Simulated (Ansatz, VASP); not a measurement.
# One calculation of ZrN, two programs

Contents of INCAR:

```
SYSTEM = ZrN
PREC = Accurate
ENCUT = 520
EDIFF = 1E-8
ISMEAR = -1
SIGMA = 0.01
LREAL = .FALSE.
LASPH = .TRUE.
NELM = 120
ALGO = Normal
ISIF = 2
LWAVE = .FALSE.
LCHARG = .FALSE.
GGA = PE
LEFG = .TRUE.
NBANDS = 16
GGA_COMPAT = .FALSE.
```

File KPOINTS:

```
Automatic mesh
0
G
  9 9 9
  0 0 0
```

POSCAR

```
ZrN
1.0
    0.0000000000      2.2918188597      2.2918188597
    2.2918188597      0.0000000000      2.2918188597
    2.2918188597      2.2918188597      0.0000000000
Zr N
1 1
Direct
    0.0000000000      0.0000000000      0.0000000000
    0.5000000000      0.5000000000      0.5000000000
```

Input for Ansatz:

```yaml
crystal:
  lattice:
    - [0.0, 2.2918188597, 2.2918188597]
    - [2.2918188597, 0.0, 2.2918188597]
    - [2.2918188597, 2.2918188597, 0.0]
  atoms:
    - { symbol: Zr, position: [0.0, 0.0, 0.0] }
    - { symbol: "N", position: [0.5, 0.5, 0.5] }
kpoints:
  mp_grid: { grid: [9, 9, 9] }
scf:
  occupations: { method: fermi_dirac, width: 0.01 }
hamiltonian:
  xc: pbe
  pseudopotentials: { kind: all_electron, datasets: crystal }
output:
  forces: true
  stress: true
  eigenvalues: true
  efg: { contact_densities: true }
```

Change from the starting cell: volume scaled by 1.01, crystal datasets.

Alike in both runs: task electric field gradients; functional PBE; k mesh 9 × 9 × 9; occupations fermi-dirac, width 0.01 eV; no spin polarisation.

```csv
,VASP,Ansatz
version,VASP 6.6.1,Ansatz 0.2.0
potentials or method,"VASP PAW PBE potentials, release 64 (Zr_sv, N), cutoff 520 eV","all-electron PAW with datasets made for the crystal, scalar-relativistic"
```

|  | VASP | Ansatz | Ansatz less VASP |
| --- | --- | --- | --- |
| pressure (GPa) | 2.1 | 1.9 | -0.21 |

Ansatz ran all-electron here, and VASP with PAW potentials. Ansatz's warnings: printed levels off.
